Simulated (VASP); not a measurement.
# NbSi2 (P6_422) in VASP: single point with PBE

Aim: the single point of NbSi2 with PBE.

Everything below comes from runs of VASP 6.6.1. Logs are shortened: lines on timing, memory, paths and dates and some standing lists are left out, and cuts for length are marked.

### Step 1. The cell of the first run

Symmetry: P6_422, No. 181, hexagonal system. Conventional cell: a = 4.785 Å, b = 4.785 Å, c = 6.576 Å, α = 90.00°, β = 90.00°, γ = 120.00°. Within 3.4 Å of Si (site symmetry 2) lie 5 Nb at 2.59 to 2.76 Å and 9 Si at 2.59 to 3.25 Å. Within 3.4 Å of Nb (site symmetry 222) lie 10 Si at 2.59 to 2.76 Å and 4 Nb at 3.24 Å.

### Step 2. Single point, PBE

POSCAR reads:

```
NbSi2
1.0
    4.7845220000      0.0000000000      0.0000000000
   -2.3922610000      4.1435220000      0.0000000000
    0.0000000000      0.0000000000      6.5759730000
Si Nb
6 3
Direct
    0.1670000000      0.3340000000      0.0000000000
    0.8330000000      0.1670000000      0.6666700000
    0.6660000000      0.8330000000      0.3333300000
    0.8330000000      0.6660000000      0.0000000000
    0.1670000000      0.8330000000      0.6666700000
    0.3340000000      0.1670000000      0.3333300000
    0.5000000000      0.0000000000      0.0000000000
    0.5000000000      0.5000000000      0.6666700000
    0.0000000000      0.5000000000      0.3333300000
```

INCAR.step1 reads:

```
PREC = Accurate
ENCUT = 520
EDIFF = 1E-7
ISMEAR = -1
SIGMA = 0.0214
LREAL = False
LASPH = True
NELM = 60
ALGO = Normal
ISIF = 2
LWAVE = False
LCHARG = True
LMAXMIX = 4
GGA = PE
NBANDS = 42
```

KPOINTS.step1 reads:

```
regular mesh
0
Gamma
  8 8 5
```

INCAR.step2 reads:

```
PREC = Accurate
ENCUT = 520
EDIFF = 1E-7
ISMEAR = -5
SIGMA = 0.0214
LREAL = False
LASPH = True
NELM = 60
ALGO = Normal
ISIF = 2
LWAVE = False
LCHARG = False
LMAXMIX = 4
GGA = PE
LORBIT = 11
NBANDS = 42
NEDOS = 2001
ICHARG = 11
```

KPOINTS.step2 reads:

```
regular mesh
0
Gamma
  12 12 8
```

Potentials or basis: VASP PAW PBE potentials, release 64 (Si, Nb_sv).

On the command line:

```console
cat potpaw_PBE.64/Si/POTCAR potpaw_PBE.64/Nb_sv/POTCAR > POTCAR
cp INCAR.step1 INCAR
cp KPOINTS.step1 KPOINTS
mpirun -np 1 vasp_std > vasp.out
cp INCAR.step2 INCAR
cp KPOINTS.step2 KPOINTS
mpirun -np 1 vasp_std > vasp.out
```

OUTCAR:

```text
PREC = Accurate
   ENCUT = 520
   EDIFF = 1E-7
   ISMEAR = -5
   LREAL = False
   LASPH = True
   NELM = 60
   ISIF = 2
   GGA = PE
   LORBIT = 11
   ICHARG = 11

 ion  position               nearest neighbor table
   1  0.167  0.334  0.000-   8 2.59   9 2.59   2 2.59   6 2.59   7 2.76   4 2.76   4 2.76   7 2.76
                             7 2.76   4 2.77
   2  0.833  0.167  0.667-   7 2.59   9 2.59   1 2.59   3 2.59   8 2.76   5 2.76   5 2.76   8 2.76
                             8 2.76   5 2.77
   3  0.666  0.833  0.333-   7 2.59   8 2.59   4 2.59   2 2.59   9 2.76   6 2.76   6 2.76   9 2.76
                             9 2.76   6 2.77
   4  0.833  0.666  0.000-   8 2.59   9 2.59   3 2.59   5 2.59   7 2.76   1 2.76   1 2.76   7 2.76
                             7 2.76   1 2.77
   5  0.167  0.833  0.667-   7 2.59   9 2.59   4 2.59   6 2.59   8 2.76   2 2.76   2 2.76   8 2.76
                             8 2.76   2 2.77
   6  0.334  0.167  0.333-   7 2.59   8 2.59   1 2.59   5 2.59   9 2.76   3 2.76   3 2.76   9 2.76
                             9 2.76   3 2.77
   7  0.500  0.000  0.000-   2 2.59   3 2.59   5 2.59   6 2.59   4 2.76   1 2.76   1 2.76   1 2.76
                             4 2.76   4 2.76
   8  0.500  0.500  0.667-   1 2.59   4 2.59   3 2.59   6 2.59   5 2.76   2 2.76   5 2.76   2 2.76
                             5 2.76   2 2.76
   9  0.000  0.500  0.333-   1 2.59   4 2.59   2 2.59   5 2.59   3 2.76   6 2.76   6 2.76   3 2.76
                             3 2.76   6 2.76

  LATTYP: Found a hexagonal cell.
 ALAT       =     4.7845220000
 C/A-ratio  =     1.3744263272

  Lattice vectors:

 A1 = (   4.7845220000,   0.0000000000,   0.0000000000)
 A2 = (  -2.3922610000,   4.1435220000,   0.0000000000)
 A3 = (   0.0000000000,   0.0000000000,   6.5759730000)

Analysis of symmetry for initial positions (statically):
=====================================================================
 Subroutine PRICEL returns:
 Original cell was already a primitive cell.

 Routine SETGRP: Setting up the symmetry group for a
 hexagonal supercell.

 Subroutine GETGRP returns: Found  4 space group operations
 (whereof  4 operations were pure point group operations)
 out of a pool of 24 trial point group operations.

The static configuration has the point symmetry D_2 .

Analysis of symmetry for dynamics (positions and initial velocities):
=====================================================================
 Subroutine PRICEL returns:
 Original cell was already a primitive cell.

 Routine SETGRP: Setting up the symmetry group for a
 hexagonal supercell.

 Subroutine GETGRP returns: Found  4 space group operations
 (whereof  4 operations were pure point group operations)
 out of a pool of 24 trial point group operations.

The dynamic configuration has the point symmetry D_2 .

 Subroutine INISYM returns: Found  4 space group operations
 (whereof  4 operations are pure point group operations),
 and found     1 'primitive' translations

----------------------------------------------------------------------------------------

                                     Primitive cell

  volume of cell :     130.3672

  direct lattice vectors                    reciprocal lattice vectors
     4.784522000  0.000000000  0.000000000     0.209007295  0.120670290  0.000000000
    -2.392261000  4.143522000  0.000000000     0.000000000  0.241340579  0.000000000
     0.000000000  0.000000000  6.575973000     0.000000000  0.000000000  0.152068751

  length of vectors
     4.784522000  4.784525813  6.575973000     0.241340772  0.241340579  0.152068751

  position of ions in fractional coordinates (direct lattice)
     0.167000000  0.334000000  0.000000000
     0.833000000  0.167000000  0.666670000
     0.666000000  0.833000000  0.333330000
     0.833000000  0.666000000  0.000000000
     0.167000000  0.833000000  0.666670000
     0.334000000  0.167000000  0.333330000
     0.500000000  0.000000000  0.000000000
     0.500000000  0.500000000  0.666670000
     0.000000000  0.500000000  0.333330000

  ion indices of the primitive-cell ions
   primitive index   ion index
                 1           1
[... 23 lines left out ...]

  Length of vectors
     0.020111731  0.020111715  0.019008594

  Shift w.r.t. Gamma in fractional coordinates (k-lattice)
     0.000000000  0.000000000  0.000000000

 TETIRR: Found   2928 inequivalent tetrahedra from     6912

 Subroutine IBZKPT returns following result:
 ===========================================

 Found    215 irreducible k-points:

 Following reciprocal coordinates:
            Coordinates               Weight
  0.000000  0.000000  0.000000      1.000000
  0.083333  0.000000  0.000000      4.000000
  0.000000  0.083333  0.000000      2.000000
  0.166667  0.000000  0.000000      4.000000
  0.000000  0.166667  0.000000      2.000000
  0.250000  0.000000  0.000000      4.000000
[... 16 lines left out ...]
 -0.083333  0.416667  0.000000      4.000000
 -0.416667  0.333333  0.000000      4.000000
 [... further k-points ...]
   k-points           NKPTS =    215   k-points in BZ     NKDIM =    215   number of bands    NBANDS=     42
   number of dos      NEDOS =   2001   number of ions     NIONS =      9
   total plane-waves  NPLWV =  64800
   dimension x,y,z NGX =    36 NGY =   36 NGZ =   50
   dimension x,y,z NGXF=    72 NGYF=   72 NGZF=  100
   ions per type =               6   3
   NGX,Y,Z   is equivalent  to a cutoff of  12.51, 12.51, 12.64 a.u.
   NGXF,Y,Z  is equivalent  to a cutoff of  25.02, 25.02, 25.28 a.u.
 SYSTEM =  unknown system
   PREC   = accura    normal or accurate (medium, high low for compatibility)
   ISTART =      0    job   : 0-new  1-cont  2-samecut
   ICHARG =     11    charge: 1-file 2-atom 10-const
   ISPIN  =      1    spin polarized calculation?
   LNONCOLLINEAR =      F non collinear calculations
   LSORBIT =      F    spin-orbit coupling
   LASPH  =      T    aspherical Exc in radial PAW
   ENCUT  =  520.0 eV  38.22 Ry    6.18 a.u.   8.90  8.90 12.23*2*pi/ulx,y,z
   NELM   =     60;   NELMIN=  2; NELMDL=  0     # of ELM steps
   EDIFF  = 0.1E-06   stopping-criterion for ELM
   LREAL  =      F    real-space projection
   EDIFFG = 0.1E-05   stopping-criterion for IOM
   NSW    =      0    number of steps for IOM
   IBRION =     -1    ionic relax: 0-MD 1-quasi-New 2-CG
   NFREE  =      0    steps in history (QN), initial steepest desc. (CG)
   ISIF   =      2    stress and relaxation
   ISYM   =      2    0-nonsym 1-usesym 2-fastsym
   POTIM  = 0.5000    time-step for ionic-motion
   TEBEG  =    0.0;   TEEND  =   0.0 temperature during run
   PSTRESS=    0.0 pullay stress
   NELECT =      63.0000    total number of electrons
   NUPDOWN=      -1.0000    fix difference up-down
   EMIN   =  10.00;   EMAX   =-10.00  energy-range for DOS
   EFERMI =   0.00;   METHOD = LEGACY
   ISMEAR =    -5;   SIGMA  =   0.02  broadening in eV -4-tet -1-fermi 0-gaus
   EFERMI_NEDOS =   21; number of points for ismear=-14 and -15
   IALGO  =     38    algorithm
   IMIX   =      4    mixing-type and parameters
     AMIX     =   0.40;   BMIX     =  1.00
     AMIX_MAG =   1.60;   BMIX_MAG =  1.00
  volume/ion in A,a.u.               =      14.49        97.75
  Fermi-wavevector in a.u.,A,eV,Ry     =   1.284692  2.427715 22.455503  1.650433
  Thomas-Fermi vector in A             =   2.416870
   LORBIT       =     11    0 simple, 1 ext, 2 COOP (PROOUT), +10 PAW based schemes
   GGA     = PE    functional components
   LHFCALC =     F    Hartree Fock is set to
   AEXX    =    0.0000 exact exchange contribution
   IVDW    =     0    specifies the selected vdW correction
   LEPSILON=     F    determine dielectric tensor
   LRPA    =     F    only Hartree local field effects (RPA)
 non-spin polarized calculation
 Fermi weights with tetrahedron method with Bloechl corrections
  energy-cutoff  :      520.00
  volume of cell :      130.37
 maximum number of plane-waves:      3546

 number of electron      62.9999996 magnetization

 Free energy of the ion-electron system (eV)
  ---------------------------------------------------
  ext. energy  EPLUGINS =         0.00000000
  ---------------------------------------------------
  free energy    TOTEN  =       -68.05302429 eV

  energy without entropy =      -68.05302429  energy(sigma->0) =      -68.05302429

 E-fermi :  11.5473     XC(G=0): -12.0326

 val. band max:       11.5452644535   @ k =   0.0000   0.5000   0.2500
 cond. band min:      11.5218699348   @ k =  -0.0833   0.4167   0.0000
 fundamental gap:     -0.0233945187
 Fermi energy:        11.5473028517

 k-point     1 :       0.0000    0.0000    0.0000
  band No.  band energies     occupation
      1     -43.0634      2.00000
      2     -43.0248      2.00000
      3     -43.0248      2.00000
      4     -19.3372      2.00000
      5     -19.3372      2.00000
      6     -19.3279      2.00000
[... 1069 lines left out ...]
     41      15.4741      0.00000
     42      15.7513      0.00000

 [... further k-points ...]

------------------------ aborting loop because EDIFF is reached ----------------------------------------

  FORCE on cell =-STRESS in cart. coord.  units (eV):
  Direction    XX          YY          ZZ          XY          YZ          ZX
  --------------------------------------------------------------------------------------
  -------------------------------------------------------------------------------------
  Total        2.1313900      2.1256290      3.7691881      0.0000000      0.0000000      0.0000000
  in kB       26.1942088     26.1234078     46.3223053      0.0000000      0.0000000      0.0000000
  external PRESSURE =      32.8799739 kB  Pullay stress =       0.0000000 kB

 VOLUME and BASIS-vectors are now :
 -----------------------------------------------------------------------------
  energy-cutoff  :      520.00
  volume of cell :      130.37
      direct lattice vectors                 reciprocal lattice vectors
     4.784522000  0.000000000  0.000000000     0.209007295  0.120670290  0.000000000
    -2.392261000  4.143522000  0.000000000     0.000000000  0.241340579  0.000000000
     0.000000000  0.000000000  6.575973000     0.000000000  0.000000000  0.152068751

 POSITION                                       TOTAL-FORCE (eV/Angst)
 -----------------------------------------------------------------------------------
      0.00000      1.38394      0.00000         0.000000     -0.763197      0.000000
      3.58600      0.69197      4.38400         0.661052     -0.381654     -0.000477
      1.19374      3.45155      2.19197         0.661052      0.381654      0.000477
      2.39226      2.75959      0.00000        -0.000000      0.763197      0.000000
     -1.19374      3.45155      4.38400        -0.661052      0.381654     -0.000477
      1.19852      0.69197      2.19197        -0.661052     -0.381654      0.000477
      2.39226      0.00000      0.00000         0.000000     -0.000000      0.000000
      1.19613      2.07176      4.38400         0.000000     -0.000000     -0.000800
     -1.19613      2.07176      2.19197         0.000000     -0.000000      0.000800
 -----------------------------------------------------------------------------------
    total drift:                               -0.000000     -0.000000      0.000000

  FREE ENERGIE OF THE ION-ELECTRON SYSTEM (eV)
  ---------------------------------------------------
  free  energy   TOTEN  =       -68.0530242947 eV

  energy  without entropy=      -68.0530242947  energy(sigma->0) =      -68.05302429

 total charge

# of ion       s       p       d       tot
------------------------------------------
    1        0.760   0.868   0.000   1.628
    2        0.760   0.868   0.000   1.628
    3        0.760   0.868   0.000   1.628
    4        0.760   0.868   0.000   1.628
    5        0.760   0.868   0.000   1.628
    6        0.760   0.868   0.000   1.628
    7        2.157   6.034   2.600  10.790
    8        2.157   6.034   2.599  10.790
    9        2.157   6.034   2.599  10.790
--------------------------------------------------
tot         11.032  23.310   7.799  42.140
```

Run time: 22 min. Hardware: 1 thread of Intel Xeon 8259CL, shared host; peak memory 0.87 GiB.

What came out:

| Quantity | Value |
| --- | --- |
| Valence electrons inside the program's atomic spheres | Si 1.63; Nb 10.79 |

Levels at points of the mesh, in eV from the Fermi level:
```tsv
k point	band 30	band 31	band 32	band 33	band 34	band 35
(0.00, 0.00, 0.00)	-1.96	-1.96	-1.36	0.61	3.25	3.25
(0.50, 0.00, 0.00)	-0.76	-0.08	0.19	0.68	1.17	1.63
(0.00, 0.50, 0.00)	-0.76	-0.08	0.19	0.68	1.17	1.63
(0.00, 0.00, 0.50)	-1.63	-1.19	0.86	0.86	2.94	2.94
(0.50, 0.00, 0.50)	-1.51	-0.70	-0.14	1.39	1.75	2.27
(0.00, 0.50, 0.50)	-1.51	-0.70	-0.14	1.39	1.75	2.27
```

Caveat: an odd number of electrons without spin polarisation forces a metal; a magnetic or distorted state may lie lower.
